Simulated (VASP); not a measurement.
# Mo (Im-3m) in VASP: single point with PBEsol

Aim: the single point of Mo with PBEsol.

Everything below comes from runs of VASP 6.6.1. Logs are shortened: lines on timing, memory, paths and dates and some standing lists are left out, and cuts for length are marked.

### 1 The cell of the first run

Symmetry: Im-3m, No. 229, cubic system. Conventional cell: a = 3.129 Å, b = 3.129 Å, c = 3.129 Å, α = 90.00°, β = 90.00°, γ = 90.00°. Within 3.6 Å of Mo (site symmetry m-3m) lie 14 Mo at 2.71 to 3.13 Å.

### 2 Single point, PBEsol

Input file INCAR:

```
SYSTEM = Mo
PREC = Accurate ; ENCUT = 520
EDIFF = 1E-6 ; ISMEAR = 0
SIGMA = 0.1 ; LREAL = .False.
LASPH = .True. ; NELM = 80
ALGO = Normal ; ISIF = 2
LWAVE = .False. ; LCHARG = .False.
GGA = PS ; NBANDS = 13
```

Input file KPOINTS:

```
Automatic mesh
0
Gamma
  28 28 28
  0 0 0
```

Input file POSCAR:

```
Mo
1.0
   -1.5647312348      1.5647312348      1.5647312348
    1.5647312348     -1.5647312348      1.5647312348
    1.5647312348      1.5647312348     -1.5647312348
Mo
1
Direct
    0.0000000000      0.0000000000      0.0000000000
```

Potentials or basis: VASP PAW PBE potentials, release 64 (Mo_sv).

The run is started by

```console
> cat potpaw_PBE.64/Mo_sv/POTCAR > POTCAR
> mpirun -np 1 vasp_std > vasp.out
```

OUTCAR:

```text
SYSTEM = Mo
   PREC = Accurate
   ENCUT = 520
   EDIFF = 1E-6
   ISMEAR = 0
   LREAL = .False.
   LASPH = .True.
   NELM = 80
   ISIF = 2
   GGA = PS

 ion  position               nearest neighbor table
   1  0.000  0.000  0.000-

  LATTYP: Found a body centered cubic cell.
 ALAT       =     3.1294624696

  Lattice vectors:

 A1 = (  -1.5647312348,   1.5647312348,   1.5647312348)
 A2 = (   1.5647312348,  -1.5647312348,   1.5647312348)
 A3 = (   1.5647312348,   1.5647312348,  -1.5647312348)

Analysis of symmetry for initial positions (statically):
=====================================================================
 Subroutine PRICEL returns:
 Original cell was already a primitive cell.

 Routine SETGRP: Setting up the symmetry group for a
 body centered cubic supercell.

 Subroutine GETGRP returns: Found 48 space group operations
 (whereof 48 operations were pure point group operations)
 out of a pool of 48 trial point group operations.

The static configuration has the point symmetry O_h .

Analysis of symmetry for dynamics (positions and initial velocities):
=====================================================================
 Subroutine PRICEL returns:
 Original cell was already a primitive cell.

 Routine SETGRP: Setting up the symmetry group for a
 body centered cubic supercell.

 Subroutine GETGRP returns: Found 48 space group operations
 (whereof 48 operations were pure point group operations)
 out of a pool of 48 trial point group operations.

The dynamic configuration has the point symmetry O_h .

 Subroutine INISYM returns: Found 48 space group operations
 (whereof 48 operations are pure point group operations),
 and found     1 'primitive' translations

----------------------------------------------------------------------------------------

                                     Primitive cell

  volume of cell :      15.3243

  direct lattice vectors                    reciprocal lattice vectors
    -1.564731235  1.564731235  1.564731235     0.000000000  0.319543695  0.319543695
     1.564731235 -1.564731235  1.564731235     0.319543695  0.000000000  0.319543695
     1.564731235  1.564731235 -1.564731235     0.319543695  0.319543695  0.000000000

  length of vectors
     2.710193999  2.710193999  2.710193999     0.451903027  0.451903027  0.451903027

  position of ions in fractional coordinates (direct lattice)
     0.000000000  0.000000000  0.000000000

  ion indices of the primitive-cell ions
   primitive index   ion index
                 1           1

----------------------------------------------------------------------------------------

 KPOINTS: Automatic mesh

Automatic generation of k-mesh.
 Grid dimensions read from file:
 generate k-points for:   28   28   28

 Generating k-lattice:

  Cartesian coordinates                     Fractional coordinates (reciprocal lattice)
     0.000000000  0.011412275  0.011412275     0.035714286  0.000000000  0.000000000
     0.011412275  0.000000000  0.011412275     0.000000000  0.035714286  0.000000000
     0.011412275  0.011412275  0.000000000     0.000000000  0.000000000  0.035714286

  Length of vectors
     0.016139394  0.016139394  0.016139394

  Shift w.r.t. Gamma in fractional coordinates (k-lattice)
     0.000000000  0.000000000  0.000000000

 Subroutine IBZKPT returns following result:
 ===========================================

 Found    624 irreducible k-points:

 Following reciprocal coordinates:
            Coordinates               Weight
  0.000000  0.000000  0.000000      1.000000
  0.035714  0.000000  0.000000     12.000000
  0.071429  0.000000  0.000000     12.000000
  0.107143  0.000000  0.000000     12.000000
  0.142857  0.000000  0.000000     12.000000
  0.178571  0.000000  0.000000     12.000000
[... 16 lines left out ...]
  0.285714  0.035714  0.000000     48.000000
  0.321429  0.035714  0.000000     48.000000
 [... further k-points ...]
   k-points           NKPTS =    624   k-points in BZ     NKDIM =    624   number of bands    NBANDS=     13
   number of dos      NEDOS =    301   number of ions     NIONS =      1
   total plane-waves  NPLWV =   8000
   dimension x,y,z NGX =    20 NGY =   20 NGZ =   20
   dimension x,y,z NGXF=    40 NGYF=   40 NGZF=   40
   ions per type =               1
   NGX,Y,Z   is equivalent  to a cutoff of  12.27, 12.27, 12.27 a.u.
   NGXF,Y,Z  is equivalent  to a cutoff of  24.54, 24.54, 24.54 a.u.
 SYSTEM =  Mo
   PREC   = accura    normal or accurate (medium, high low for compatibility)
   ISTART =      0    job   : 0-new  1-cont  2-samecut
   ICHARG =      2    charge: 1-file 2-atom 10-const
   ISPIN  =      1    spin polarized calculation?
   LNONCOLLINEAR =      F non collinear calculations
   LSORBIT =      F    spin-orbit coupling
   LASPH  =      T    aspherical Exc in radial PAW
   ENCUT  =  520.0 eV  38.22 Ry    6.18 a.u.   5.04  5.04  5.04*2*pi/ulx,y,z
   NELM   =     80;   NELMIN=  2; NELMDL= -5     # of ELM steps
   EDIFF  = 0.1E-05   stopping-criterion for ELM
   LREAL  =      F    real-space projection
[... 7 lines left out ...]
   TEBEG  =    0.0;   TEEND  =   0.0 temperature during run
   PSTRESS=    0.0 pullay stress
   NELECT =      14.0000    total number of electrons
   NUPDOWN=      -1.0000    fix difference up-down
   EMIN   =  10.00;   EMAX   =-10.00  energy-range for DOS
   EFERMI =   0.00;   METHOD = LEGACY
   ISMEAR =     0;   SIGMA  =   0.10  broadening in eV -4-tet -1-fermi 0-gaus
   EFERMI_NEDOS =   21; number of points for ismear=-14 and -15
   IALGO  =     38    algorithm
   IMIX   =      4    mixing-type and parameters
     AMIX     =   0.40;   BMIX     =  1.00
     AMIX_MAG =   1.60;   BMIX_MAG =  1.00
  volume/ion in A,a.u.               =      15.32       103.41
  Fermi-wavevector in a.u.,A,eV,Ry     =   1.588514  3.001857 34.332632  2.523377
  Thomas-Fermi vector in A             =   2.687506
   LORBIT       =      0    0 simple, 1 ext, 2 COOP (PROOUT), +10 PAW based schemes
   GGA     = PS    functional components
   LHFCALC =     F    Hartree Fock is set to
   AEXX    =    0.0000 exact exchange contribution
   IVDW    =     0    specifies the selected vdW correction
   LEPSILON=     F    determine dielectric tensor
   LRPA    =     F    only Hartree local field effects (RPA)
 non-spin polarized calculation
 Gauss-broadening in eV      SIGMA  =   0.10
  energy-cutoff  :      520.00
  volume of cell :       15.32
 maximum number of plane-waves:       426
   NGX =  9   NGY =  9   NGZ =  9

 number of electron      13.9999998 magnetization

 Free energy of the ion-electron system (eV)
  ---------------------------------------------------
  ext. energy  EPLUGINS =         0.00000000
  ---------------------------------------------------
  free energy    TOTEN  =       -11.77865956 eV

  energy without entropy =      -11.77509409  energy(sigma->0) =      -11.77687683

 E-fermi :  12.8269     XC(G=0): -13.6417

 val. band max:       12.8205593639   @ k =  -0.3929   0.3929   0.2857
 cond. band min:      12.8279141150   @ k =  -0.2500   0.3571   0.1071
 fundamental gap:      0.0073547510
 Fermi energy:        12.8269340898

 k-point     1 :       0.0000    0.0000    0.0000
  band No.  band energies     occupation
      1     -48.4131      2.00000
      2     -21.6526      2.00000
      3     -21.6526      2.00000
      4     -21.6526      2.00000
      5       5.4368      2.00000
      6      11.3792      2.00000
      7      11.3792      2.00000
      8      11.3792      2.00000
      9      14.4690      0.00000
     10      14.4690      0.00000
     11      27.6242      0.00000
     12      27.6242      0.00000
     13      27.6242      0.00000

 k-point     2 :       0.0357    0.0000    0.0000
  band No.  band energies     occupation
      1     -48.4096      2.00000
      2     -21.6729      2.00000
      3     -21.6588      2.00000
      4     -21.6528      2.00000
      5       5.4954      2.00000
      6      11.3455      2.00000
      7      11.3742      2.00000
      8      11.4339      2.00000
      9      14.4166      0.00000
     10      14.4696      0.00000
     11      27.6702      0.00000
     12      27.7227      0.00000
     13      27.7468      0.00000

 k-point     3 :       0.0714    0.0000    0.0000
  band No.  band energies     occupation
      1     -48.3992      2.00000
      2     -21.7325      2.00000
      3     -21.6771      2.00000
      4     -21.6532      2.00000
      5       5.6676      2.00000
      6      11.2478      2.00000
      7      11.3559      2.00000
      8      11.5974      2.00000
      9      14.2780      0.00000
     10      14.4723      0.00000
     11      27.7982      0.00000
     12      28.0147      0.00000
     13      28.0896      0.00000
[... 305 lines left out ...]
 k-point    23 :       0.2857    0.0357    0.0000
  band No.  band energies     occupation
      1     -48.2210      2.00000
      2     -22.6762      2.00000
      3     -21.9756      2.00000
      4     -21.6693      2.00000
      5       7.6934      2.00000
      6       9.8868      2.00000
      7      11.5625      2.00000
      8      14.0844      0.00000
      9      14.8119      0.00000
     10      14.9965      0.00000
     11      26.8811      0.00000
     12      28.1667      0.00000
     13      33.3906      0.00000

 k-point    24 :       0.3214    0.0357    0.0000
  band No.  band energies     occupation
      1     -48.1917      2.00000
      2     -22.8205      2.00000
      3     -22.0240      2.00000
      4     -21.6708      2.00000
      5       7.6742      2.00000
      6       9.6990      2.00000
      7      12.0823      2.00000
      8      14.2595      0.00000
      9      14.9096      0.00000
     10      15.7141      0.00000
     11      26.2851      0.00000
     12      27.3150      0.00000
     13      33.5474      0.00000

 [... further k-points ...]
[... 5 lines left out ...]
  --------------------------------------------------------------------------------------
  -------------------------------------------------------------------------------------
  Total        0.0645436      0.0645436      0.0645436     -0.0000000     -0.0000000      0.0000000
  in kB        6.7481445      6.7481445      6.7481445     -0.0000000     -0.0000000      0.0000000
  external PRESSURE =       6.7481445 kB  Pullay stress =       0.0000000 kB

 VOLUME and BASIS-vectors are now :
 -----------------------------------------------------------------------------
  energy-cutoff  :      520.00
  volume of cell :       15.32
      direct lattice vectors                 reciprocal lattice vectors
    -1.564731235  1.564731235  1.564731235     0.000000000  0.319543695  0.319543695
     1.564731235 -1.564731235  1.564731235     0.319543695  0.000000000  0.319543695
     1.564731235  1.564731235 -1.564731235     0.319543695  0.319543695  0.000000000

 POSITION                                       TOTAL-FORCE (eV/Angst)
 -----------------------------------------------------------------------------------
      0.00000      0.00000      0.00000        -0.000000     -0.000000      0.000000
 -----------------------------------------------------------------------------------
    total drift:                                0.000000     -0.000000     -0.000000

  FREE ENERGIE OF THE ION-ELECTRON SYSTEM (eV)
  ---------------------------------------------------
  free  energy   TOTEN  =       -11.7786595635 eV

  energy  without entropy=      -11.7750940910  energy(sigma->0) =      -11.77687683
```

Wall time 90 s (1 thread of Intel Xeon Platinum 8259CL at 2.50GHz (Skylake/Cascade Lake), shared host); peak memory 0.22 GiB.

What came out:

```yaml
Free_energy: -11.7787 eV
Pressure: 0.7 GPa
Band_gap_on_the_k_mesh: zero (band 7 reaches 16.91 eV, above the bottom of band 8 at 11.38 eV)
```

Caveat: the PAW data sets were made with another functional, which shifts forces and pressure a little.
